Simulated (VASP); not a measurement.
# Sn (I4/mmm) in VASP: further runs

Sn is run at these levels: PBEsol; tasks: single point.

Program: VASP 6.6.1. These are calculated values, not measurements. Logs are shortened: lines on timing, memory, paths and dates and some standing lists are left out, and cuts for length are marked.

### Step 1. The cell of the first run

It takes space group I4/mmm (No. 139, tetragonal). Conventional cell: a = 3.676 Å, b = 3.676 Å, c = 3.789 Å, α = 90.00°, β = 90.00°, γ = 90.00°. Within 4.2 Å of Sn (site symmetry 4/mmm) lie 14 Sn at 3.22 to 3.79 Å.

### Step 2. Single point, PBEsol (strain -0.030 along x and y, +0.000 along z)

Contents of INCAR:

```
PREC = Accurate
ENCUT = 520
EDIFF = 1E-7
ISMEAR = 0
SIGMA = 0.15
LREAL = F
LASPH = T
NELM = 100
ALGO = Fast
ISIF = 2
LWAVE = F
LCHARG = F
GGA = PS
NBANDS = 13
```

Contents of KPOINTS:

```
regular mesh
0
Gamma
  18 18 18
```

Contents of POSCAR:

```
Sn
1.0
   -1.8378122646      1.8378122646      1.8946518192
    1.8378122646     -1.8378122646      1.8946518192
    1.8378122646      1.8378122646     -1.8946518192
Sn
1
Direct
    0.0000000000      0.0000000000      0.0000000000
```

Potentials or basis: VASP PAW PBE potentials, release 64 (Sn_d).

Launch:

```bash
> cat potpaw_PBE.64/Sn_d/POTCAR > POTCAR
> mpirun -np 1 vasp_std > vasp.out
```

OUTCAR:

```text
PREC = Accurate
   ENCUT = 520
   EDIFF = 1E-7
   ISMEAR = 0
   LREAL = F
   LASPH = T
   NELM = 100
   ISIF = 2
   GGA = PS

 ion  position               nearest neighbor table
   1  0.000  0.000  0.000-

  LATTYP: Found a body centered tetragonal cell.
 ALAT       =     3.6756245292
 C/A-ratio  =     1.0309278351

  Lattice vectors:

 A1 = (  -1.8378122646,   1.8378122646,   1.8946518192)
 A2 = (   1.8378122646,  -1.8378122646,   1.8946518192)
 A3 = (   1.8378122646,   1.8378122646,  -1.8946518192)

Analysis of symmetry for initial positions (statically):
=====================================================================
 Subroutine PRICEL returns:
 Original cell was already a primitive cell.

 Routine SETGRP: Setting up the symmetry group for a
 body centered tetragonal supercell.

 Subroutine GETGRP returns: Found 16 space group operations
 (whereof 16 operations were pure point group operations)
 out of a pool of 16 trial point group operations.

The static configuration has the point symmetry D_4h.

Analysis of symmetry for dynamics (positions and initial velocities):
=====================================================================
 Subroutine PRICEL returns:
 Original cell was already a primitive cell.

 Routine SETGRP: Setting up the symmetry group for a
 body centered tetragonal supercell.

 Subroutine GETGRP returns: Found 16 space group operations
 (whereof 16 operations were pure point group operations)
 out of a pool of 16 trial point group operations.

The dynamic configuration has the point symmetry D_4h.

 Subroutine INISYM returns: Found 16 space group operations
 (whereof 16 operations are pure point group operations),
 and found     1 'primitive' translations

----------------------------------------------------------------------------------------

                                     Primitive cell

  volume of cell :      25.5972

  direct lattice vectors                    reciprocal lattice vectors
    -1.837812265  1.837812265  1.894651819     0.000000000  0.272062609  0.263900731
     1.837812265 -1.837812265  1.894651819     0.272062609  0.000000000  0.263900731
     1.837812265  1.837812265 -1.894651819     0.272062609  0.272062609  0.000000000

  length of vectors
     3.216335392  3.216335392  3.216335392     0.379027254  0.379027254  0.384754632

  position of ions in fractional coordinates (direct lattice)
     0.000000000  0.000000000  0.000000000

  ion indices of the primitive-cell ions
   primitive index   ion index
[... 82 lines left out ...]
   TEBEG  =    0.0;   TEEND  =   0.0 temperature during run
   PSTRESS=    0.0 pullay stress
   NELECT =      14.0000    total number of electrons
   NUPDOWN=      -1.0000    fix difference up-down
   EMIN   =  10.00;   EMAX   =-10.00  energy-range for DOS
   EFERMI =   0.00;   METHOD = LEGACY
   ISMEAR =     0;   SIGMA  =   0.15  broadening in eV -4-tet -1-fermi 0-gaus
   EFERMI_NEDOS =   21; number of points for ismear=-14 and -15
   IALGO  =     68    algorithm
   IMIX   =      4    mixing-type and parameters
     AMIX     =   0.40;   BMIX     =  1.00
     AMIX_MAG =   1.60;   BMIX_MAG =  1.00
  volume/ion in A,a.u.               =      25.60       172.74
  Fermi-wavevector in a.u.,A,eV,Ry     =   1.338814  2.529992 24.387398  1.792423
  Thomas-Fermi vector in A             =   2.467255
   LORBIT       =      0    0 simple, 1 ext, 2 COOP (PROOUT), +10 PAW based schemes
   GGA     = PS    functional components
   LHFCALC =     F    Hartree Fock is set to
   AEXX    =    0.0000 exact exchange contribution
   IVDW    =     0    specifies the selected vdW correction
   LEPSILON=     F    determine dielectric tensor
   LRPA    =     F    only Hartree local field effects (RPA)
 non-spin polarized calculation
 RMM-DIIS sequential band-by-band and
 Gauss-broadening in eV      SIGMA  =   0.15
  energy-cutoff  :      520.00
  volume of cell :       25.60
 maximum number of plane-waves:       703
   NGX = 11   NGY = 11   NGZ = 11

 number of electron      13.9999995 magnetization

 Free energy of the ion-electron system (eV)
  ---------------------------------------------------
  ext. energy  EPLUGINS =         0.00000000
  ---------------------------------------------------
  free energy    TOTEN  =        -4.23094117 eV

  energy without entropy =       -4.22387919  energy(sigma->0) =       -4.22741018

 E-fermi :   8.6826     XC(G=0): -10.7899

 val. band max:        8.6813254823   @ k =  -0.2222  -0.2222   0.0556
 cond. band min:       8.6845165198   @ k =   0.2778   0.2222  -0.0000
 fundamental gap:      0.0031910376
 Fermi energy:         8.6825994011

 k-point     1 :       0.0000    0.0000    0.0000
  band No.  band energies     occupation
      1     -12.8123      2.00000
      2     -12.8123      2.00000
      3     -12.8033      2.00000
      4     -12.6525      2.00000
      5     -12.6336      2.00000
      6      -2.8752      2.00000
      7      17.0717      0.00000
      8      17.2444      0.00000
      9      17.2444      0.00000
     10      20.6552      0.00000
     11      21.0887      0.00000
     12      21.0887      0.00000
     13      21.6820      0.00000
[... 354 lines left out ...]
  band No.  band energies     occupation
      1     -12.8234      2.00000
      2     -12.7917      2.00000
      3     -12.7180      2.00000
      4     -12.6652      2.00000
      5     -12.6419      2.00000
      6      -1.9523      2.00000
      7      12.0349      0.00000
      8      14.6534      0.00000
      9      15.7414      0.00000
     10      18.7959      0.00000
     11      19.1724      0.00000
     12      20.4272      0.00000
     13      23.4892      0.00000

 [... further k-points ...]

------------------------ aborting loop because EDIFF is reached ----------------------------------------

  FORCE on cell =-STRESS in cart. coord.  units (eV):
  Direction    XX          YY          ZZ          XY          YZ          ZX
  --------------------------------------------------------------------------------------
  -------------------------------------------------------------------------------------
  Total        0.1725522      0.1725522      0.2863547      0.0000000      0.0000000      0.0000000
  in kB       10.8003880     10.8003880     17.9235133      0.0000000      0.0000000      0.0000000
  external PRESSURE =      13.1747631 kB  Pullay stress =       0.0000000 kB

 VOLUME and BASIS-vectors are now :
 -----------------------------------------------------------------------------
  energy-cutoff  :      520.00
  volume of cell :       25.60
      direct lattice vectors                 reciprocal lattice vectors
    -1.837812265  1.837812265  1.894651819     0.000000000  0.272062609  0.263900731
     1.837812265 -1.837812265  1.894651819     0.272062609  0.000000000  0.263900731
     1.837812265  1.837812265 -1.894651819     0.272062609  0.272062609  0.000000000

 POSITION                                       TOTAL-FORCE (eV/Angst)
 -----------------------------------------------------------------------------------
      0.00000      0.00000      0.00000        -0.000000      0.000000      0.000000
 -----------------------------------------------------------------------------------
    total drift:                                0.000000      0.000000     -0.000000

  FREE ENERGIE OF THE ION-ELECTRON SYSTEM (eV)
  ---------------------------------------------------
  free  energy   TOTEN  =        -4.2309411702 eV

  energy  without entropy=       -4.2238791940  energy(sigma->0) =       -4.22741018
```

stdout:

```text
POSCAR found type information on POSCAR Sn
 POSCAR found :  1 types and       1 ions
 scaLAPACK will be used
 -----------------------------------------------------------------------------
|                                                                             |
|                                                                             |
[... 26 lines left out ...]
WARNING in EDDRMM: call to ZHEGV failed, returncode =   6  3     12
WARNING in EDDRMM: call to ZHEGV failed, returncode =   8  4     12
WARNING in EDDRMM: call to ZHEGV failed, returncode =   6  3     11
WARNING in EDDRMM: call to ZHEGV failed, returncode =   6  3     11
WARNING in EDDRMM: call to ZHEGV failed, returncode =   6  3     10
WARNING in EDDRMM: call to ZHEGV failed, returncode =   6  3     11
WARNING in EDDRMM: call to ZHEGV failed, returncode =   8  4     12
 num prob WARNING in EDDRMM: call to ZHEGV failed, returncode =   6  3     11
```

Run time: 80 s. Hardware: 1 thread of Intel Xeon 6975P-C, shared host; peak memory 0.26 GiB.

Results:

```
Free energy            : -4.2309 eV
Pressure               : 1.3 GPa
Band gap on the k mesh : zero (band 7 reaches 17.07 eV, above the bottom of band 8 at 6.03 eV)
```

Caveat: the cell differs from its parent crystal (strain -0.030 along x and y, +0.000 along z); the PAW data sets were made with another functional, which shifts forces and pressure a little; spin-orbit coupling is left out, which moves the levels of the heavy elements.

### Step 3. Single point, PBEsol (strain -0.015 along x and y, -0.030 along z)

Contents of INCAR:

```
PREC = Accurate
ENCUT = 520
EDIFF = 1E-7
ISMEAR = 0
SIGMA = 0.15
LREAL = False
LASPH = True
NELM = 80
ALGO = Fast
ISIF = 2
LWAVE = False
LCHARG = False
GGA = PS
NBANDS = 13
```

KPOINTS is that of step 2.

Contents of POSCAR:

```
Sn
1.0
   -1.8662320419      1.8662320419      1.8378122646
    1.8662320419     -1.8662320419      1.8378122646
    1.8662320419      1.8662320419     -1.8378122646
Sn
1
Direct
    0.0000000000      0.0000000000      0.0000000000
```

Potentials or basis: VASP PAW PBE potentials, release 64 (Sn_d).

Launch:

```bash
> cat potpaw_PBE.64/Sn_d/POTCAR > POTCAR
> mpirun -np 1 vasp_std > vasp.out
```

Wall time 74 s (1 thread of Intel Xeon 6975P-C, shared host); peak memory 0.25 GiB.

Results (log left out):

| Item | Value |
| --- | --- |
| Free energy | -4.2301 eV |
| Pressure | 1.3 GPa |
| Band gap on the k mesh | zero (band 7 reaches 17.15 eV, above the bottom of band 8 at 6.02 eV) |

Stress tensor (GPa, compression positive):
```
1.53 0.00 0.00
0.00 1.53 0.00
0.00 0.00 0.84
```

Levels at points of the mesh, in eV from the Fermi level:
```tsv
k point	band 5	band 6	band 7	band 8	band 9	band 10
(0.00, 0.00, 0.00)	-21.31	-11.55	8.48	8.48	8.59	12.18
(0.50, 0.00, 0.00)	-21.21	-6.45	-4.72	3.74	5.55	8.23
(0.50, 0.50, 0.00)	-21.21	-6.56	-4.77	3.94	5.83	8.48
(0.50, 0.50, 0.50)	-21.23	-2.14	-0.65	-0.65	-0.34	3.75
```

Caveat: the cell differs from its parent crystal (strain -0.015 along x and y, -0.030 along z); the PAW data sets were made with another functional, which shifts forces and pressure a little; spin-orbit coupling is left out, which moves the levels of the heavy elements.

### Step 4. Single point, PBEsol (strain -0.030 along x and y, +0.015 along z)

Contents of INCAR:

```
SYSTEM = Sn
  PREC = Accurate
  ENCUT = 520
  EDIFF = 1E-6
  ISMEAR = 0
  SIGMA = 0.15
  LREAL = .False.
  LASPH = .True.
  NELM = 60
  ALGO = Fast
  ISIF = 2
  LWAVE = .False.
  LCHARG = .True.
  GGA = PS
  LELF = .True.
  LVHAR = .True.
  NBANDS = 13
```

Contents of KPOINTS:

```
Automatic mesh
0
Gamma
  18 18 18
  0 0 0
```

Contents of POSCAR:

```
Sn
1.0
   -1.8378122646      1.8378122646      1.9230715965
    1.8378122646     -1.8378122646      1.9230715965
    1.8378122646      1.8378122646     -1.9230715965
Sn
1
Direct
    0.0000000000      0.0000000000      0.0000000000
```

Potentials or basis: VASP PAW PBE potentials, release 64 (Sn_d).

Launch:

```bash
> cat potpaw_PBE.64/Sn_d/POTCAR > POTCAR
> mpirun -np 1 vasp_std > vasp.out
```

OUTCAR:

```text
SYSTEM = Sn
   PREC = Accurate
   ENCUT = 520
   EDIFF = 1E-6
   ISMEAR = 0
   LREAL = .False.
   LASPH = .True.
   NELM = 60
   ISIF = 2
   GGA = PS

 ion  position               nearest neighbor table
   1  0.000  0.000  0.000-

  LATTYP: Found a body centered tetragonal cell.
 ALAT       =     3.6756245292
 C/A-ratio  =     1.0463917526

  Lattice vectors:

 A1 = (  -1.8378122646,   1.8378122646,   1.9230715965)
 A2 = (   1.8378122646,  -1.8378122646,   1.9230715965)
 A3 = (   1.8378122646,   1.8378122646,  -1.9230715965)

Analysis of symmetry for initial positions (statically):
=====================================================================
 Subroutine PRICEL returns:
 Original cell was already a primitive cell.

 Routine SETGRP: Setting up the symmetry group for a
 body centered tetragonal supercell.

 Subroutine GETGRP returns: Found 16 space group operations
 (whereof 16 operations were pure point group operations)
 out of a pool of 16 trial point group operations.

The static configuration has the point symmetry D_4h.

Analysis of symmetry for dynamics (positions and initial velocities):
[... 170 lines left out ...]
      4     -12.8424      2.00000
      5     -12.8166      2.00000
      6      -2.9502      2.00000
      7      16.6905      0.00000
      8      16.9191      0.00000
      9      16.9191      0.00000
     10      20.3217      0.00000
     11      20.9710      0.00000
     12      20.9714      0.00000
     13      21.2910      0.00000
[... 354 lines left out ...]
  band No.  band energies     occupation
      1     -12.9997      2.00000
      2     -12.9709      2.00000
      3     -12.9000      2.00000
      4     -12.8526      2.00000
      5     -12.8261      2.00000
      6      -2.0391      2.00000
      7      11.7325      0.00000
      8      14.4511      0.00000
      9      15.4806      0.00000
     10      18.6117      0.00000
     11      18.8994      0.00000
     12      20.0912      0.00000
     13      23.1427      0.00000

 [... further k-points ...]

------------------------ aborting loop because EDIFF is reached ----------------------------------------

  FORCE on cell =-STRESS in cart. coord.  units (eV):
  Direction    XX          YY          ZZ          XY          YZ          ZX
  --------------------------------------------------------------------------------------
  -------------------------------------------------------------------------------------
  Total        0.0281250      0.0281250      0.1602146      0.0000000      0.0000000      0.0000000
  in kB        1.7343822      1.7343822      9.8799523      0.0000000      0.0000000      0.0000000
  external PRESSURE =       4.4495722 kB  Pullay stress =       0.0000000 kB

 VOLUME and BASIS-vectors are now :
 -----------------------------------------------------------------------------
  energy-cutoff  :      520.00
  volume of cell :       25.98
      direct lattice vectors                 reciprocal lattice vectors
    -1.837812265  1.837812265  1.923071597     0.000000000  0.272062609  0.260000720
     1.837812265 -1.837812265  1.923071597     0.272062609  0.000000000  0.260000720
     1.837812265  1.837812265 -1.923071597     0.272062609  0.272062609  0.000000000

 POSITION                                       TOTAL-FORCE (eV/Angst)
 -----------------------------------------------------------------------------------
      0.00000      0.00000      0.00000        -0.000000     -0.000000     -0.000000
 -----------------------------------------------------------------------------------
    total drift:                                0.000000      0.000000      0.000000

  FREE ENERGIE OF THE ION-ELECTRON SYSTEM (eV)
  ---------------------------------------------------
  free  energy   TOTEN  =        -4.2343533135 eV

  energy  without entropy=       -4.2281668535  energy(sigma->0) =       -4.23126008
```

stdout:

```text
POSCAR found type information on POSCAR Sn
 POSCAR found :  1 types and       1 ions
 scaLAPACK will be used
 -----------------------------------------------------------------------------
|                                                                             |
|                                                                             |
|     You enforced a specific xc type in the INCAR file but a different       |
|     I HOPE YOU KNOW WHAT YOU ARE DOING!                                     |
|                                                                             |
 -----------------------------------------------------------------------------

 LDA part: xc-table for (Slater+PW92), standard interpolation
 POSCAR, INCAR and KPOINTS ok, starting setup
 FFT: planning ... GRIDC
 FFT: planning ... GRID_SOFT
 FFT: planning ... GRID
 WAVECAR not read
 entering main loop
WARNING in EDDRMM: call to ZHEGV failed, returncode =   8  4     13
WARNING in EDDRMM: call to ZHEGV failed, returncode =   8  4     10
WARNING in EDDRMM: call to ZHEGV failed, returncode =   8  4     11
WARNING in EDDRMM: call to ZHEGV failed, returncode =   8  4     10
WARNING in EDDRMM: call to ZHEGV failed, returncode =   6  3     11
WARNING in EDDRMM: call to ZHEGV failed, returncode =   6  3     11
WARNING in EDDRMM: call to ZHEGV failed, returncode =   8  4     12
WARNING in EDDRMM: call to ZHEGV failed, returncode =   6  3     11
```

It took 67 s on 1 thread of Intel Xeon 6975P-C, shared host; peak memory 0.26 GiB.

Results:

```
Free energy            : -4.2344 eV
Pressure               : 0.4 GPa
Band gap on the k mesh : zero (band 7 reaches 16.69 eV, above the bottom of band 8 at 5.91 eV)
```

Stress tensor (GPa, compression positive):
```
0.17 0.00 0.00
0.00 0.17 0.00
0.00 0.00 0.99
```

Levels at points of the mesh, in eV from the Fermi level:
```csv
k point,band 4,band 5,band 6,band 7,band 8,band 9,band 10,band 11
"(0.00, 0.00, 0.00)",-21.34,-21.32,-11.45,8.19,8.42,8.42,11.82,12.47
"(0.50, 0.00, 0.00)",-21.33,-21.23,-6.58,-4.72,3.95,5.84,8.46,8.67
"(0.50, 0.50, 0.00)",-21.32,-21.22,-6.28,-4.59,3.38,5.04,7.75,7.93
"(0.50, 0.50, 0.50)",-21.25,-21.25,-2.31,-1.11,-0.25,-0.25,3.68,4.04
```

Caveat: the cell differs from its parent crystal (strain -0.030 along x and y, +0.015 along z); the PAW data sets were made with another functional, which shifts forces and pressure a little; spin-orbit coupling is left out, which moves the levels of the heavy elements.

### Step 5. Summary

```tsv
cell	further INCAR settings	gap on the mesh (eV)	pressure (GPa)
a = 3.216 Å, angles 110.3, 110.3, 107.8°, 1 atom	ALGO = Fast; EDIFF = 1e-07; NBANDS = 13	none	1.3
a = 3.216 Å, angles 109.1, 109.1, 110.3°, 1 atom	ALGO = Fast; EDIFF = 1e-07; NBANDS = 13	none	1.3
a = 3.233 Å, angles 110.7, 110.7, 107.0°, 1 atom	ALGO = Fast; EDIFF = 1e-06; NBANDS = 13	none	0.4
```

Alike in all rows: task single point; level PBEsol; potentials or basis VASP PAW PBE potentials, release 64 (Sn_d); no spin polarisation; k mesh 18 × 18 × 18; cutoff (eV) 520; smearing gaussian 0.15 eV.

Caveats: the PAW data sets were made with another functional, which shifts forces and pressure a little; spin-orbit coupling is left out, which moves the levels of the heavy elements.

Absolute energies hang on the potentials; compare differences alone.
